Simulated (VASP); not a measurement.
# In2BAs3 (I4/mmm) in VASP: a series of runs

In2BAs3 is run at these levels: PBE; tasks: relaxation of cell and atoms, single point.

Everything below comes from runs of VASP 6.6.1. Logs are shortened: lines on timing, memory, paths and dates and some standing lists are left out, and cuts for length are marked.

## 1. The cell of the first run

It takes space group I4/mmm (No. 139, tetragonal). Conventional cell: a = 5.720 Å, b = 5.720 Å, c = 8.379 Å, α = 90.00°, β = 90.00°, γ = 90.00°. Within 3.8 Å of In (site symmetry mmm) lie 2 B at 2.86 Å and 10 As at 2.86 to 3.55 Å. Within 2.8 Å of B (site symmetry 4/mmm) lie 2 As at 2.11 Å. Within 2.8 Å of As (site symmetry 4mm) lie 1 As at 2.08 Å and 1 B at 2.11 Å. As (site symmetry 4/mmm) has 2 As at 2.08 Å within 2.8 Å.

## 2. Relaxation of cell and atoms, PBE

The input, INCAR:

```
PREC = Accurate
ENCUT = 600
EDIFF = 1E-6
ISMEAR = 0
SIGMA = 0.1
LREAL = F
LASPH = T
NELM = 60
ALGO = Normal
ISIF = 3
LWAVE = F
LCHARG = F
GGA = PE
IBRION = 2
NSW = 90
EDIFFG = -0.04
```

The input, KPOINTS:

```
Automatic mesh
0
Gamma
  4 4 4
```

The input, POSCAR:

```
In2BAs3
1.0
   -2.8598039900      2.8598039900      4.1892688500
    2.8598039900     -2.8598039900      4.1892688500
    2.8598039900      2.8598039900     -4.1892688500
In B As
2 1 3
Direct
    0.5000000000      0.0000000000      0.5000000000
    0.0000000000      0.5000000000      0.5000000000
    0.5000000000      0.5000000000      0.0000000000
    0.7517180200      0.7517180200      0.0000000000
    0.2482819800      0.2482819800      0.0000000000
    0.0000000000      0.0000000000      0.0000000000
```

Potentials or basis: VASP PAW PBE potentials, release 64 (In_d, B, As).

On the command line:

```bash
$ cat potpaw_PBE.64/In_d/POTCAR potpaw_PBE.64/B/POTCAR potpaw_PBE.64/As/POTCAR > POTCAR
$ mpirun -np 1 vasp_std > vasp.out
```

OUTCAR:

```text
PREC = Accurate
   ENCUT = 600
   EDIFF = 1E-6
   ISMEAR = 0
   LREAL = F
   LASPH = T
   NELM = 60
   ISIF = 3
   GGA = PE
   IBRION = 2
   NSW = 90
   EDIFFG = -0.04

 ion  position               nearest neighbor table
   1  0.500  0.000  0.500-   3 2.86   6 2.86   3 2.86   6 2.86
   2  0.000  0.500  0.500-   3 2.86   6 2.86   6 2.86   3 2.86
   3  0.500  0.500  0.000-   4 2.11   5 2.11   1 2.86   2 2.86   1 2.86   2 2.86
   4  0.752  0.752  0.000-   6 2.08   3 2.11
   5  0.248  0.248  0.000-   6 2.08   3 2.11
   6  0.000  0.000  0.000-   4 2.08   5 2.08   1 2.86   2 2.86   2 2.86   1 2.86

  LATTYP: Found a body centered tetragonal cell.
 ALAT       =     5.7196079800
 C/A-ratio  =     1.4648797137

  Lattice vectors:

 A1 = (  -2.8598039900,   2.8598039900,   4.1892688500)
 A2 = (   2.8598039900,  -2.8598039900,   4.1892688500)
 A3 = (   2.8598039900,   2.8598039900,  -4.1892688500)

Analysis of symmetry for initial positions (statically):
=====================================================================
 Subroutine PRICEL returns:
 Original cell was already a primitive cell.

 Routine SETGRP: Setting up the symmetry group for a
 body centered tetragonal supercell.

 Subroutine GETGRP returns: Found 16 space group operations
 (whereof 16 operations were pure point group operations)
 out of a pool of 16 trial point group operations.

The static configuration has the point symmetry D_4h.

Analysis of symmetry for dynamics (positions and initial velocities):
=====================================================================
 Subroutine PRICEL returns:
 Original cell was already a primitive cell.

 Routine SETGRP: Setting up the symmetry group for a
 body centered tetragonal supercell.

 Subroutine GETGRP returns: Found 16 space group operations
 (whereof 16 operations were pure point group operations)
 out of a pool of 16 trial point group operations.

The dynamic configuration has the point symmetry D_4h.

 Subroutine INISYM returns: Found 16 space group operations
 (whereof 16 operations are pure point group operations),
 and found     1 'primitive' translations

----------------------------------------------------------------------------------------

                                     Primitive cell

  volume of cell :     137.0474

  direct lattice vectors                    reciprocal lattice vectors
    -2.859803990  2.859803990  4.189268850     0.000000000  0.174837157  0.119352569
     2.859803990 -2.859803990  4.189268850     0.174837157  0.000000000  0.119352569
     2.859803990  2.859803990 -4.189268850     0.174837157  0.174837157  0.000000000

  length of vectors
     5.822965844  5.822965844  5.822965844     0.211690971  0.211690971  0.247257079

  position of ions in fractional coordinates (direct lattice)
     0.500000000  0.000000000  0.500000000
     0.000000000  0.500000000  0.500000000
     0.500000000  0.500000000  0.000000000
     0.751718020  0.751718020  0.000000000
     0.248281980  0.248281980  0.000000000
     0.000000000  0.000000000  0.000000000

  ion indices of the primitive-cell ions
   primitive index   ion index
                 1           1
                 2           2
                 3           3
                 4           4
                 5           5
                 6           6

----------------------------------------------------------------------------------------

 KPOINTS: Automatic mesh

Automatic generation of k-mesh.
 Grid dimensions read from file:
 generate k-points for:    4    4    4

 Generating k-lattice:

  Cartesian coordinates                     Fractional coordinates (reciprocal lattice)
     0.000000000  0.043709289  0.029838142     0.250000000  0.000000000  0.000000000
     0.043709289  0.000000000  0.029838142     0.000000000  0.250000000  0.000000000
     0.043709289  0.043709289  0.000000000     0.000000000  0.000000000  0.250000000

  Length of vectors
     0.052922743  0.052922743  0.061814270

  Shift w.r.t. Gamma in fractional coordinates (k-lattice)
     0.000000000  0.000000000  0.000000000

 Subroutine IBZKPT returns following result:
 ===========================================

 Found     13 irreducible k-points:

 Following reciprocal coordinates:
            Coordinates               Weight
  0.000000  0.000000  0.000000      1.000000
  0.250000  0.000000  0.000000      8.000000
  0.500000  0.000000  0.000000      4.000000
  0.250000  0.250000  0.000000      8.000000
  0.500000  0.250000  0.000000     16.000000
 -0.250000  0.250000  0.000000      4.000000
  0.500000  0.500000  0.000000      2.000000
  0.250000  0.250000  0.250000      2.000000
 -0.250000  0.250000  0.250000      4.000000
  0.500000  0.500000  0.250000      4.000000
 -0.250000  0.500000  0.250000      8.000000
 -0.250000 -0.250000  0.250000      2.000000
  0.500000  0.500000  0.500000      1.000000
   k-points           NKPTS =     13   k-points in BZ     NKDIM =     13   number of bands    NBANDS=     26
   number of dos      NEDOS =    301   number of ions     NIONS =      6
   total plane-waves  NPLWV = 110592
   dimension x,y,z NGX =    48 NGY =   48 NGZ =   48
   dimension x,y,z NGXF=    96 NGYF=   96 NGZF=   96
   ions per type =               2   1   3
   NGX,Y,Z   is equivalent  to a cutoff of  13.70, 13.70, 13.70 a.u.
   NGXF,Y,Z  is equivalent  to a cutoff of  27.41, 27.41, 27.41 a.u.
 SYSTEM =  unknown system
   PREC   = accura    normal or accurate (medium, high low for compatibility)
   ISTART =      0    job   : 0-new  1-cont  2-samecut
   ICHARG =      2    charge: 1-file 2-atom 10-const
   ISPIN  =      1    spin polarized calculation?
   LNONCOLLINEAR =      F non collinear calculations
   LSORBIT =      F    spin-orbit coupling
   LASPH  =      T    aspherical Exc in radial PAW
   ENCUT  =  600.0 eV  44.10 Ry    6.64 a.u.  11.63 11.63 11.63*2*pi/ulx,y,z
   NELM   =     60;   NELMIN=  2; NELMDL= -5     # of ELM steps
   EDIFF  = 0.1E-05   stopping-criterion for ELM
   LREAL  =      F    real-space projection
   EDIFFG = -.4E-01   stopping-criterion for IOM
   NSW    =     90    number of steps for IOM
   IBRION =      2    ionic relax: 0-MD 1-quasi-New 2-CG
   NFREE  =      1    steps in history (QN), initial steepest desc. (CG)
   ISIF   =      3    stress and relaxation
   ISYM   =      2    0-nonsym 1-usesym 2-fastsym
   POTIM  = 0.5000    time-step for ionic-motion
   TEBEG  =    0.0;   TEEND  =   0.0 temperature during run
   PSTRESS=    0.0 pullay stress
   NELECT =      44.0000    total number of electrons
   NUPDOWN=      -1.0000    fix difference up-down
   EMIN   =  10.00;   EMAX   =-10.00  energy-range for DOS
   EFERMI =   0.00;   METHOD = LEGACY
   ISMEAR =     0;   SIGMA  =   0.10  broadening in eV -4-tet -1-fermi 0-gaus
   EFERMI_NEDOS =   21; number of points for ismear=-14 and -15
   IALGO  =     38    algorithm
   IMIX   =      4    mixing-type and parameters
     AMIX     =   0.40;   BMIX     =  1.00
     AMIX_MAG =   1.60;   BMIX_MAG =  1.00
  volume/ion in A,a.u.               =      22.84       154.14
  Fermi-wavevector in a.u.,A,eV,Ry     =   1.120991  2.118366 17.097365  1.256621
  Thomas-Fermi vector in A             =   2.257641
   LORBIT       =      0    0 simple, 1 ext, 2 COOP (PROOUT), +10 PAW based schemes
   GGA     = PE    functional components
   LHFCALC =     F    Hartree Fock is set to
   AEXX    =    0.0000 exact exchange contribution
   IVDW    =     0    specifies the selected vdW correction
   LEPSILON=     F    determine dielectric tensor
   LRPA    =     F    only Hartree local field effects (RPA)
 conjugate gradient relaxation of ions
 non-spin polarized calculation
 Gauss-broadening in eV      SIGMA  =   0.10
  energy-cutoff  :      600.00
  volume of cell :      137.05
 maximum number of plane-waves:      4621
 NGX is ok and might be reduce to    48
   NGX = 23   NGY = 23   NGZ = 23

--------------------------------------- Ionic step        1  -------------------------------------------

 number of electron      43.9999994 magnetization

 Free energy of the ion-electron system (eV)
  ---------------------------------------------------
  ext. energy  EPLUGINS =         0.00000000
  ---------------------------------------------------
  free energy    TOTEN  =       -19.61291311 eV

  energy without entropy =      -19.59837250  energy(sigma->0) =      -19.60564281

------------------------ aborting loop because EDIFF is reached ----------------------------------------

  FORCE on cell =-STRESS in cart. coord.  units (eV):
  Direction    XX          YY          ZZ          XY          YZ          ZX
  --------------------------------------------------------------------------------------
  -------------------------------------------------------------------------------------
  Total        0.7564009      0.7564009     26.5198987      0.0000000      0.0000000      0.0000000
  in kB        8.8428419      8.8428419    310.0356845      0.0000000      0.0000000      0.0000000
  external PRESSURE =     109.2404561 kB  Pullay stress =       0.0000000 kB
[... 101 lines left out ...]
  FREE ENERGIE OF THE ION-ELECTRON SYSTEM (eV)
  ---------------------------------------------------
  free  energy   TOTEN  =       -22.3790184652 eV

  energy  without entropy=      -22.3611747111  energy(sigma->0) =      -22.37009659

 E-fermi :   3.8318     XC(G=0):  -9.1460

 val. band max:        3.8248366370   @ k =  -0.2500   0.5000   0.2500
 cond. band min:       3.8383533236   @ k =  -0.2500   0.2500   0.0000
 fundamental gap:      0.0135166867
 Fermi energy:         3.8318305559

 k-point     1 :       0.0000    0.0000    0.0000
  band No.  band energies     occupation
      1     -10.6786      2.00000
      2     -10.5256      2.00000
      3     -10.4814      2.00000
      4     -10.4814      2.00000
      5     -10.4806      2.00000
      6     -10.4707      2.00000
[... 366 lines left out ...]
     25       5.0624      0.00000
     26       5.0624      0.00000

[... ionic steps 4 to 10 ...]

--------------------------------------- Ionic step       11  -------------------------------------------

 number of electron      43.9999991 magnetization

------------------------ aborting loop because EDIFF is reached ----------------------------------------

  FORCE on cell =-STRESS in cart. coord.  units (eV):
  Direction    XX          YY          ZZ          XY          YZ          ZX
  --------------------------------------------------------------------------------------
  -------------------------------------------------------------------------------------
  Total        0.2504320      0.2504320      0.5664270      0.0000000      0.0000000      0.0000000
  in kB        2.8376859      2.8376859      6.4182770      0.0000000      0.0000000      0.0000000
  external PRESSURE =       4.0312163 kB  Pullay stress =       0.0000000 kB
[... 65 lines left out ...]
  energy  without entropy=      -22.9066333847  energy(sigma->0) =      -22.91340762

--------------------------------------- Ionic step       13  -------------------------------------------

 number of electron      43.9999990 magnetization

 Free energy of the ion-electron system (eV)
  ---------------------------------------------------
  ext. energy  EPLUGINS =         0.00000000
  ---------------------------------------------------
  free energy    TOTEN  =       -22.92220198 eV

  energy without entropy =      -22.90851656  energy(sigma->0) =      -22.91535927

 E-fermi :   4.7603     XC(G=0):  -9.5242

 val. band max:        4.6741334328   @ k =  -0.2500   0.5000   0.2500
 cond. band min:       4.7973644373   @ k =   0.5000   0.5000   0.2500
 fundamental gap:      0.1232310045
 Fermi energy:         4.7603416967

 k-point     1 :       0.0000    0.0000    0.0000
  band No.  band energies     occupation
      1     -10.1699      2.00000
      2      -9.9153      2.00000
      3      -9.8435      2.00000
      4      -9.8155      2.00000
      5      -9.8148      2.00000
      6      -9.8148      2.00000
[... 399 lines left out ...]
  FREE ENERGIE OF THE ION-ELECTRON SYSTEM (eV)
  ---------------------------------------------------
  free  energy   TOTEN  =       -22.9222019810 eV

  energy  without entropy=      -22.9085165645  energy(sigma->0) =      -22.91535927

 reached required accuracy - stopping structural energy minimisation
```

It took 6.6 min on 1 thread of AMD EPYC 9R45 (Zen 5), shared host; peak memory 0.34 GiB.

What came out:

```
Free energy                            : -22.9222 eV
Relaxed volume                         : 23.69 Å³/atom
Relaxed cell                           : a = 6.150 Å, b = 6.150 Å, c = 6.150 Å, α = 127.47°, β = 127.47°, γ = 77.49°
Space group after relaxing (to 0.05 Å) : I4/mmm (No. 139)
Energy gained by relaxing              : 551.5 meV/atom
Ionic steps                            : 13
Pressure after relaxing                : 0.0 GPa
Largest force after relaxing           : 0.027 eV/Å
Band gap on the k mesh                 : zero (band 22 reaches 5.79 eV, above the bottom of band 23 at 2.96 eV)
```

Forces on the atoms (eV/Å):
```
In   0.000  0.000  0.000
In   0.000  0.000  0.000
B    0.000  0.000  0.000
As   0.000  0.000 -0.027
As   0.000  0.000  0.027
As   0.000  0.000  0.000
```

Step by step:
| step | energy change (eV) | largest force (eV/Å) | pressure (GPa) | volume (Å³) |
| --- | --- | --- | --- | --- |
| 1 | 0.0000 | 7.3901 | 10.92 | 137.05 |
| 2 | -2.5437 | 1.6074 | -6.67 | 168.30 |
| 3 | -2.7661 | 1.8659 | -4.61 | 156.80 |
| 4 | -2.7661 | 1.8943 | -4.49 | 156.40 |
| 5 | -3.2371 | 0.2206 | 0.02 | 144.44 |
| 6 | -3.2376 | 0.1362 | 0.21 | 144.08 |
| 7 | -3.2718 | 0.0477 | 0.10 | 143.35 |
| 8 | -3.2939 | 0.0352 | 0.06 | 142.49 |
| 9 | -3.3000 | 0.0015 | 0.88 | 140.64 |
| 10 | -3.3079 | 0.0804 | 0.34 | 141.53 |
| 11 | -3.3080 | 0.0781 | 0.40 | 141.40 |
| 12 | -3.3073 | 0.1559 | -0.40 | 143.11 |
| 13 | -3.3093 | 0.0272 | 0.04 | 142.15 |

Final structure:
```
CELL_PARAMETERS angstrom
-2.72185 2.72185 4.79681
2.72185 -2.72185 4.79681
2.72185 2.72185 -4.79681
ATOMIC_POSITIONS crystal
In 0.50000 0.00000 0.50000
In 0.00000 0.50000 0.50000
B 0.50000 0.50000 0.00000
As 0.70300 0.70300 0.00000
As 0.29700 0.29700 0.00000
As 0.00000 0.00000 0.00000
```

Caveat: the k points lie up to 0.41 Å⁻¹ apart in the final cell; spin-orbit coupling is left out, which moves the levels of the heavy elements.

## 3. Single point, PBE

This run uses another cell than the first one, of 24.26 Å³/atom, 1.062 times its volume.

The input, INCAR:

```
PREC = Accurate
ENCUT = 520
EDIFF = 1E-6
ISMEAR = 0
SIGMA = 0.1
LREAL = False
LASPH = True
NELM = 80
ALGO = Normal
ISIF = 2
LWAVE = False
LCHARG = True
GGA = PE
LELF = True
LVHAR = True
NBANDS = 31
```

The input, KPOINTS:

```
Automatic mesh
0
Gamma
  10 10 10
```

The input, POSCAR:

```
In2BAs3
1.0
   -2.7078193894      2.7078193894      4.9627333452
    2.7078193894     -2.7078193894      4.9627333452
    2.7078193894      2.7078193894     -4.9627333452
In B As
2 1 3
Direct
    0.5000000000      0.0000000000      0.5000000000
    0.0000000000      0.5000000000      0.5000000000
    0.5000000000      0.5000000000      0.0000000000
    0.6949298850      0.6949298850      0.0000000000
    0.3050701150      0.3050701150      0.0000000000
    0.0000000000      0.0000000000      0.0000000000
```

Potentials or basis: VASP PAW PBE potentials, release 64 (In_d, B, As).

On the command line:

```bash
$ cat potpaw_PBE.64/In_d/POTCAR potpaw_PBE.64/B/POTCAR potpaw_PBE.64/As/POTCAR > POTCAR
$ mpirun -np 1 vasp_std > vasp.out
```

It took 5.4 min on 1 thread of AMD EPYC 9R45 (Zen 5), shared host; peak memory 0.59 GiB.

It converged, with:

- Free energy: -22.8911 eV
- Pressure: 0.1 GPa
- Largest force: 0.074 eV/Å
- Band gap on the k mesh: zero (band 22 reaches 5.12 eV, above the bottom of band 23 at 2.89 eV)

Forces in eV/Å, atoms in the order of the input:
```
In   0.000  0.000  0.000
In   0.000  0.000  0.000
B    0.000  0.000  0.000
As   0.000  0.000  0.074
As   0.000  0.000 -0.074
As   0.000  0.000  0.000
```

Stress tensor (GPa, compression positive):
```
0.03 0.00 0.00
0.00 0.03 0.00
0.00 0.00 0.31
```

Levels at points of the mesh, in eV from the Fermi level:
| k point | band 19 | band 20 | band 21 | band 22 | band 23 | band 24 | band 25 | band 26 |
| --- | --- | --- | --- | --- | --- | --- | --- | --- |
| (0.00, 0.00, 0.00) | -2.05 | -2.05 | -1.68 | -1.46 | -1.46 | 0.52 | 1.45 | 3.20 |
| (0.50, 0.00, 0.00) | -2.58 | -1.46 | -0.45 | -0.37 | 0.22 | 1.53 | 1.70 | 2.03 |
| (0.50, 0.50, 0.00) | -0.74 | -0.72 | -0.19 | 0.76 | 1.31 | 2.37 | 3.10 | 3.37 |
| (0.50, 0.50, 0.50) | -1.69 | -1.69 | -1.30 | 0.16 | 0.34 | 0.34 | 1.41 | 1.41 |

Caveat: spin-orbit coupling is left out, which moves the levels of the heavy elements.

[end of part 1 of 2]
